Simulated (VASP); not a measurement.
# Sn (Fd-3m) in VASP: notebook

The runs below take Sn through single point, with PBE.

Program: VASP 6.6.1. These are calculated values, not measurements. Logs are shortened: lines on timing, memory, paths and dates and some standing lists are left out, and cuts for length are marked.

### 1 The cell of the first run

Symmetry: Fd-3m, No. 227, cubic system. Conventional cell: a = 6.467 Å, b = 6.467 Å, c = 6.467 Å, α = 90.00°, β = 90.00°, γ = 90.00°. Within 3.7 Å of Sn (site symmetry -43m) lie 4 Sn at 2.80 Å.

This isn't the form of Sn at room conditions, which is tetragonal (white tin).

### 2 Single point, PBE

File INCAR:

```
PREC = Accurate
ENCUT = 520
EDIFF = 1E-6
ISMEAR = 0
SIGMA = 0.05
LREAL = False
LASPH = True
NELM = 80
ALGO = Fast
ISIF = 2
LWAVE = False
LCHARG = False
GGA = PE
NBANDS = 21
```

File KPOINTS:

```
Automatic mesh
0
Gamma
  6 6 6
```

File POSCAR:

```
Sn
1.0
    0.0000000000      3.2333428000      3.2333428000
    3.2333428000      0.0000000000      3.2333428000
    3.2333428000      3.2333428000      0.0000000000
Sn
2
Direct
    0.0000000000      0.0000000000      0.0000000000
    0.2500000000      0.2500000000      0.2500000000
```

Potentials or basis: VASP PAW PBE potentials, release 64 (Sn_d).

The run is started by

```console
cat potpaw_PBE.64/Sn_d/POTCAR > POTCAR
mpirun -np 1 vasp_std > vasp.out
```

OUTCAR:

```text
PREC = Accurate
   ENCUT = 520
   EDIFF = 1E-6
   ISMEAR = 0
   LREAL = False
   LASPH = True
   NELM = 80
   ISIF = 2
   GGA = PE

 ion  position               nearest neighbor table
   1  0.000  0.000  0.000-   2 2.80   2 2.80   2 2.80   2 2.80
   2  0.250  0.250  0.250-   1 2.80   1 2.80   1 2.80   1 2.80

  LATTYP: Found a face centered cubic cell.
 ALAT       =     6.4666856000

  Lattice vectors:

 A1 = (   0.0000000000,   3.2333428000,   3.2333428000)
 A2 = (   3.2333428000,   0.0000000000,   3.2333428000)
 A3 = (   3.2333428000,   3.2333428000,   0.0000000000)

Analysis of symmetry for initial positions (statically):
=====================================================================
 Subroutine PRICEL returns:
 Original cell was already a primitive cell.

 Routine SETGRP: Setting up the symmetry group for a
 face centered cubic supercell.

 Subroutine GETGRP returns: Found 48 space group operations
 (whereof 24 operations were pure point group operations)
 out of a pool of 48 trial point group operations.

The static configuration has the point symmetry T_d .
 The point group associated with its full space group is O_h .

Analysis of symmetry for dynamics (positions and initial velocities):
=====================================================================
 Subroutine PRICEL returns:
 Original cell was already a primitive cell.

 Routine SETGRP: Setting up the symmetry group for a
 face centered cubic supercell.

 Subroutine GETGRP returns: Found 48 space group operations
 (whereof 24 operations were pure point group operations)
 out of a pool of 48 trial point group operations.

The dynamic configuration has the point symmetry T_d .
 The point group associated with its full space group is O_h .

 Subroutine INISYM returns: Found 48 space group operations
 (whereof 24 operations are pure point group operations),
 and found     1 'primitive' translations

----------------------------------------------------------------------------------------

                                     Primitive cell

  volume of cell :      67.6060

  direct lattice vectors                    reciprocal lattice vectors
     0.000000000  3.233342800  3.233342800    -0.154638723  0.154638723  0.154638723
     3.233342800  0.000000000  3.233342800     0.154638723 -0.154638723  0.154638723
     3.233342800  3.233342800  0.000000000     0.154638723  0.154638723 -0.154638723

  length of vectors
     4.572637240  4.572637240  4.572637240     0.267842124  0.267842124  0.267842124

  position of ions in fractional coordinates (direct lattice)
     0.000000000  0.000000000  0.000000000
     0.250000000  0.250000000  0.250000000

  ion indices of the primitive-cell ions
   primitive index   ion index
                 1           1
                 2           2

----------------------------------------------------------------------------------------

 KPOINTS: Automatic mesh

Automatic generation of k-mesh.
 Grid dimensions read from file:
 generate k-points for:    6    6    6

 Generating k-lattice:

  Cartesian coordinates                     Fractional coordinates (reciprocal lattice)
    -0.025773120  0.025773120  0.025773120     0.166666667  0.000000000  0.000000000
     0.025773120 -0.025773120  0.025773120     0.000000000  0.166666667  0.000000000
     0.025773120  0.025773120 -0.025773120     0.000000000  0.000000000  0.166666667

  Length of vectors
     0.044640354  0.044640354  0.044640354

  Shift w.r.t. Gamma in fractional coordinates (k-lattice)
     0.000000000  0.000000000  0.000000000

 Subroutine IBZKPT returns following result:
 ===========================================

 Found     16 irreducible k-points:

 Following reciprocal coordinates:
            Coordinates               Weight
  0.000000  0.000000  0.000000      1.000000
  0.166667  0.000000  0.000000      8.000000
  0.333333  0.000000  0.000000      8.000000
  0.500000  0.000000  0.000000      4.000000
  0.166667  0.166667  0.000000      6.000000
  0.333333  0.166667  0.000000     24.000000
[... 8 lines left out ...]
 -0.333333  0.333333  0.166667     24.000000
 -0.333333  0.500000  0.166667     12.000000
   k-points           NKPTS =     16   k-points in BZ     NKDIM =     16   number of bands    NBANDS=     21
   number of dos      NEDOS =    301   number of ions     NIONS =      2
   total plane-waves  NPLWV =  46656
   dimension x,y,z NGX =    36 NGY =   36 NGZ =   36
   dimension x,y,z NGXF=    72 NGYF=   72 NGZF=   72
   ions per type =               2
   NGX,Y,Z   is equivalent  to a cutoff of  13.09, 13.09, 13.09 a.u.
   NGXF,Y,Z  is equivalent  to a cutoff of  26.18, 26.18, 26.18 a.u.
 SYSTEM =  unknown system
   PREC   = accura    normal or accurate (medium, high low for compatibility)
   ISTART =      0    job   : 0-new  1-cont  2-samecut
   ICHARG =      2    charge: 1-file 2-atom 10-const
   ISPIN  =      1    spin polarized calculation?
   LNONCOLLINEAR =      F non collinear calculations
   LSORBIT =      F    spin-orbit coupling
   LASPH  =      T    aspherical Exc in radial PAW
   ENCUT  =  520.0 eV  38.22 Ry    6.18 a.u.   8.50  8.50  8.50*2*pi/ulx,y,z
   NELM   =     80;   NELMIN=  2; NELMDL= -5     # of ELM steps
   EDIFF  = 0.1E-05   stopping-criterion for ELM
   LREAL  =      F    real-space projection
   EDIFFG = 0.1E-04   stopping-criterion for IOM
   NSW    =      0    number of steps for IOM
   IBRION =     -1    ionic relax: 0-MD 1-quasi-New 2-CG
   NFREE  =      0    steps in history (QN), initial steepest desc. (CG)
   ISIF   =      2    stress and relaxation
   ISYM   =      2    0-nonsym 1-usesym 2-fastsym
   POTIM  = 0.5000    time-step for ionic-motion
   TEBEG  =    0.0;   TEEND  =   0.0 temperature during run
   PSTRESS=    0.0 pullay stress
   NELECT =      28.0000    total number of electrons
   NUPDOWN=      -1.0000    fix difference up-down
   EMIN   =  10.00;   EMAX   =-10.00  energy-range for DOS
   EFERMI =   0.00;   METHOD = LEGACY
   ISMEAR =     0;   SIGMA  =   0.05  broadening in eV -4-tet -1-fermi 0-gaus
   EFERMI_NEDOS =   21; number of points for ismear=-14 and -15
   IALGO  =     68    algorithm
   IMIX   =      4    mixing-type and parameters
     AMIX     =   0.40;   BMIX     =  1.00
     AMIX_MAG =   1.60;   BMIX_MAG =  1.00
  volume/ion in A,a.u.               =      33.80       228.11
  Fermi-wavevector in a.u.,A,eV,Ry     =   1.220298  2.306028 20.260793  1.489126
  Thomas-Fermi vector in A             =   2.355520
   LORBIT       =      0    0 simple, 1 ext, 2 COOP (PROOUT), +10 PAW based schemes
   GGA     = PE    functional components
   LHFCALC =     F    Hartree Fock is set to
   AEXX    =    0.0000 exact exchange contribution
   IVDW    =     0    specifies the selected vdW correction
   LEPSILON=     F    determine dielectric tensor
   LRPA    =     F    only Hartree local field effects (RPA)
 non-spin polarized calculation
 RMM-DIIS sequential band-by-band and
 Gauss-broadening in eV      SIGMA  =   0.05
  energy-cutoff  :      520.00
  volume of cell :       67.61
 maximum number of plane-waves:      1853
 NGX is ok and might be reduce to    36
   NGX = 17   NGY = 17   NGZ = 17

 number of electron      28.0000008 magnetization

 Free energy of the ion-electron system (eV)
  ---------------------------------------------------
  ext. energy  EPLUGINS =         0.00000000
  ---------------------------------------------------
  free energy    TOTEN  =        -7.59209067 eV

  energy without entropy =       -7.59152261  energy(sigma->0) =       -7.59180664

 E-fermi :   5.7736     XC(G=0):  -8.9170

 val. band max:        5.3960812291   @ k =   0.1667   0.0000   0.0000
 cond. band min:       5.7748964811   @ k =   0.5000   0.0000   0.0000
 fundamental gap:      0.3788152520
 Fermi energy:         5.7736179267

 k-point     1 :       0.0000    0.0000    0.0000
  band No.  band energies     occupation
      1     -15.9418      2.00000
      2     -15.9418      2.00000
      3     -15.9418      2.00000
      4     -15.8809      2.00000
      5     -15.8809      2.00000
      6     -15.5630      2.00000
[... 13 lines left out ...]
     20      13.7456      0.00000
     21      13.7489      0.00000

 k-point     2 :       0.1667    0.0000    0.0000
  band No.  band energies     occupation
      1     -15.9586      2.00000
      2     -15.9586      2.00000
      3     -15.9353      2.00000
      4     -15.8565      2.00000
      5     -15.8565      2.00000
      6     -15.5935      2.00000
[... 13 lines left out ...]
     20      12.6766      0.00000
     21      12.6766      0.00000

 k-point     3 :       0.3333    0.0000    0.0000
  band No.  band energies     occupation
      1     -15.9747      2.00000
      2     -15.9747      2.00000
      3     -15.9217      2.00000
      4     -15.8276      2.00000
      5     -15.8276      2.00000
      6     -15.6174      2.00000
[... 13 lines left out ...]
     20      13.1068      0.00000
     21      13.1068      0.00000

 k-point     4 :       0.5000    0.0000    0.0000
  band No.  band energies     occupation
      1     -15.9791      2.00000
      2     -15.9791      2.00000
      3     -15.9145      2.00000
      4     -15.8186      2.00000
      5     -15.8186      2.00000
      6     -15.6237      2.00000
[... 13 lines left out ...]
     20      14.5822      0.00000
     21      14.5919      0.00000

 k-point     5 :       0.1667    0.1667    0.0000
  band No.  band energies     occupation
      1     -15.9567      2.00000
      2     -15.9567      2.00000
      3     -15.9512      2.00000
      4     -15.8584      2.00000
      5     -15.8285      2.00000
      6     -15.6419      2.00000
[... 13 lines left out ...]
     20      12.3869      0.00000
     21      14.0531      0.00000

 k-point     6 :       0.3333    0.1667    0.0000
  band No.  band energies     occupation
      1     -15.9852      2.00000
      2     -15.9726      2.00000
      3     -15.9232      2.00000
      4     -15.8284      2.00000
      5     -15.7909      2.00000
      6     -15.6805      2.00000
[... 13 lines left out ...]
     20      13.4792      0.00000
     21      14.1191      0.00000

 k-point     7 :       0.5000    0.1667    0.0000
  band No.  band energies     occupation
      1     -16.0026      2.00000
      2     -15.9844      2.00000
      3     -15.8882      2.00000
      4     -15.7999      2.00000
      5     -15.7881      2.00000
      6     -15.6752      2.00000
[... 13 lines left out ...]
     20      14.5186      0.00000
     21      14.6971      0.00000

 k-point     8 :      -0.3333    0.1667    0.0000
  band No.  band energies     occupation
      1     -15.9981      2.00000
      2     -15.9878      2.00000
      3     -15.8840      2.00000
      4     -15.8166      2.00000
      5     -15.7896      2.00000
      6     -15.6565      2.00000
[... 13 lines left out ...]
     20      13.1003      0.00000
     21      14.5064      0.00000

 k-point     9 :      -0.1667    0.1667    0.0000
  band No.  band energies     occupation
      1     -15.9783      2.00000
      2     -15.9739      2.00000
      3     -15.9168      2.00000
      4     -15.8423      2.00000
      5     -15.8177      2.00000
      6     -15.6352      2.00000
[... 13 lines left out ...]
     20      13.1657      0.00000
     21      13.3359      0.00000

 k-point    10 :       0.3333    0.3333    0.0000
  band No.  band energies     occupation
      1     -15.9828      2.00000
      2     -15.9828      2.00000
      3     -15.9276      2.00000
      4     -15.7973      2.00000
      5     -15.7521      2.00000
      6     -15.7312      2.00000
[... 13 lines left out ...]
     20      14.9869      0.00000
     21      15.2046      0.00000

 k-point    11 :       0.5000    0.3333    0.0000
  band No.  band energies     occupation
      1     -16.0068      2.00000
      2     -15.9919      2.00000
      3     -15.8780      2.00000
      4     -15.7813      2.00000
      5     -15.7590      2.00000
      6     -15.7010      2.00000
[... 13 lines left out ...]
     20      15.1492      0.00000
     21      15.5171      0.00000

 k-point    12 :      -0.3333    0.3333    0.0000
  band No.  band energies     occupation
      1     -16.0186      2.00000
      2     -15.9947      2.00000
      3     -15.8559      2.00000
      4     -15.7529      2.00000
      5     -15.7445      2.00000
      6     -15.7230      2.00000
[... 13 lines left out ...]
     20      13.1433      0.00000
     21      16.4851      0.00000

 k-point    13 :       0.5000    0.5000    0.0000
  band No.  band energies     occupation
      1     -15.9945      2.00000
      2     -15.9945      2.00000
      3     -15.8565      2.00000
      4     -15.8565      2.00000
      5     -15.7147      2.00000
      6     -15.7147      2.00000
[... 13 lines left out ...]
     20      15.1585      0.00000
     21      16.2328      0.00000

 k-point    14 :       0.5000    0.3333    0.1667
  band No.  band energies     occupation
      1     -16.0009      2.00000
      2     -15.9952      2.00000
      3     -15.8808      2.00000
      4     -15.7979      2.00000
      5     -15.7495      2.00000
      6     -15.7216      2.00000
[... 13 lines left out ...]
     20      13.8780      0.00000
     21      15.6358      0.00000

 k-point    15 :      -0.3333    0.3333    0.1667
  band No.  band energies     occupation
      1     -16.0151      2.00000
      2     -16.0001      2.00000
      3     -15.8473      2.00000
      4     -15.7707      2.00000
      5     -15.7398      2.00000
      6     -15.7265      2.00000
[... 13 lines left out ...]
     20      15.1565      0.00000
     21      15.4997      0.00000

 k-point    16 :      -0.3333    0.5000    0.1667
  band No.  band energies     occupation
      1     -16.0088      2.00000
      2     -16.0088      2.00000
      3     -15.8152      2.00000
      4     -15.8152      2.00000
      5     -15.7192      2.00000
      6     -15.7192      2.00000
[... 13 lines left out ...]
     20      14.8906      0.00000
     21      16.0530      0.00000

------------------------ aborting loop because EDIFF is reached ----------------------------------------

  FORCE on cell =-STRESS in cart. coord.  units (eV):
  Direction    XX          YY          ZZ          XY          YZ          ZX
  --------------------------------------------------------------------------------------
  -------------------------------------------------------------------------------------
  Total        1.6103003      1.6103003      1.6103003      0.0000000      0.0000000      0.0000000
  in kB       38.1620949     38.1620949     38.1620949      0.0000000      0.0000000      0.0000000
  external PRESSURE =      38.1620949 kB  Pullay stress =       0.0000000 kB

 VOLUME and BASIS-vectors are now :
 -----------------------------------------------------------------------------
  energy-cutoff  :      520.00
  volume of cell :       67.61
      direct lattice vectors                 reciprocal lattice vectors
     0.000000000  3.233342800  3.233342800    -0.154638723  0.154638723  0.154638723
     3.233342800  0.000000000  3.233342800     0.154638723 -0.154638723  0.154638723
     3.233342800  3.233342800  0.000000000     0.154638723  0.154638723 -0.154638723

 POSITION                                       TOTAL-FORCE (eV/Angst)
 -----------------------------------------------------------------------------------
      0.00000      0.00000      0.00000         0.000000      0.000000      0.000000
      1.61667      1.61667      1.61667        -0.000000     -0.000000     -0.000000
 -----------------------------------------------------------------------------------
    total drift:                                0.000000      0.000000      0.000000

  FREE ENERGIE OF THE ION-ELECTRON SYSTEM (eV)
  ---------------------------------------------------
  free  energy   TOTEN  =        -7.5920906669 eV

  energy  without entropy=       -7.5915226113  energy(sigma->0) =       -7.59180664
```

It took 16 s on 1 thread of AMD EPYC 9R45 (Zen 5), shared host; peak memory 0.17 GiB.

What came out:

```
Free energy            : -7.5921 eV
Pressure               : 3.8 GPa
Band gap on the k mesh : zero (bands 14 and 15 overlap by 0.07 eV)
```

Caveat: the cell stands under pressure; spin-orbit coupling is left out, which moves the levels of the heavy elements.

[end of part 1 of 2]

The gap in the log of VASP goes by the Fermi energy; the results here count the filled bands.